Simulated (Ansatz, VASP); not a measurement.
# GaAs: VASP beside Ansatz

File INCAR:

```
PREC     = Accurate       # precision mode
ENCUT    = 520            # plane-wave cutoff, eV
EDIFF    = 1E-6           # SCF threshold, eV
ISMEAR   = -1             # smearing method
SIGMA    = 0.05           # smearing width, eV
LREAL    = False          # projectors in reciprocal space
LASPH    = True           # aspherical terms in the spheres
NELM     = 80             # most SCF steps
ALGO     = Normal         # electronic algorithm
ISIF     = 2              # what is computed and relaxed
LWAVE    = False          # write WAVECAR
LCHARG   = False          # write CHGCAR
GGA      = PE             # functional
NBANDS   = 16             # bands
```

KPOINTS

```
regular mesh
0
Gamma
  11 11 11
```

The input POSCAR:

```
GaAs
1.0
    0.0000000000      2.9116555000      2.8268500000
    2.9116555000      0.0000000000      2.8268500000
    2.9116555000      2.9116555000      0.0000000000
Ga As
1 1
Direct
    0.0000000000      0.0000000000      0.0000000000
    0.7500000000      0.7500000000      0.7500000000
```

Input for Ansatz:

```yaml
crystal:
  lattice:
    - [0.0, 2.9116555, 2.82685]
    - [2.9116555, 0.0, 2.82685]
    - [2.9116555, 2.9116555, 0.0]
  atoms:
    - { symbol: Ga, position: [0.0, 0.0, 0.0] }
    - { symbol: As, position: [0.75, 0.75, 0.75] }
kpoints:
  mp_grid: { grid: [11, 11, 11] }
  band_path:
    path:
      - [0.0, 0.0, 0.0]
      - [0.0, 0.5, 0.5]
      - [0.25, 0.75, 0.5]
      - [0.0, 0.5, 0.0]
      - [0.0, 0.0, 0.0]
      - [0.5, 0.5, 0.0]
      - [0.3826125, 0.6173875, 0.0]
      - [-0.3826125, 0.3826125, 0.0]
      - [0.0, 0.0, 0.0]
    npoints: 5
scf:
  occupations: { method: fermi_dirac, width: 0.05 }
hamiltonian:
  xc: pbe
  pseudopotentials: { kind: all_electron, lapw: { basis_error: 0.0005 } }
output:
  forces: true
  stress: true
  eigenvalues: true
```

Change from the starting cell: equal xx and yy strain of +3 %.

Alike in both runs: task single point; functional PBE; k mesh 11 × 11 × 11; occupations fermi-dirac, width 0.05 eV; no spin polarisation.

```csv
,VASP,Ansatz
version,VASP 6.6.1,Ansatz 0.2.0
potentials or method,"VASP PAW PBE potentials, release 64 (Ga_d, As), cutoff 520 eV","all-electron LAPW, scalar-relativistic"
```

Ansatz gave:

```
pressure (GPa)                                                : -0.6
traceless stress, the component that is largest in VASP (GPa) : 1.07
```

**Question.** Estimate VASP's values.

**Answer.** Pressure (GPa): -0.5; traceless stress, the component that is largest in VASP (GPa): 1.06.

Ansatz ran all-electron here, and VASP with PAW potentials.
